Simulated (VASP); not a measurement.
Runs of VASP 6.6.1 on Ga2N. The structure is that of space group F-43m (No. 216), or close to it. The cells are those of the table. 

```csv
task,spin,cell,k mesh,cutoff (eV),k mesh for the DOS,occupations for the DOS,gap on the mesh (eV),pressure (GPa),relaxed volume (Å³/atom)
single point,"collinear, ferromagnetic start","a = 4.072 Å, angles 60.0°, 3 atoms",6 × 6 × 6,520,-,-,none,0.0,-
relaxation of cell and atoms,off,"relaxed from a = 4.072 Å, angles 60.0°, 3 atoms",14 × 14 × 14,600,-,-,none,0.0,15.94
relaxation of cell and atoms,off,"relaxed from a = 4.082 Å, angles 60.0°, 3 atoms",6 × 6 × 6,600,-,-,none,0.1,(a)
single point,off,"a = 4.082 Å, angles 60.0°, 3 atoms",6 × 6 × 6,520,-,-,none,-0.5,-
```

Alike in all rows: level PBE; potentials or basis VASP PAW PBE potentials, release 64 (Ga_d, N); smearing gaussian 0.1 eV.

Question: Fill in the values left out.

Answer: (a) 15.90.

A k mesh can miss the band edges, and the runs leave out spin-orbit coupling on Ga.

A gap of «none» marks levels without a gap at the run's occupations.
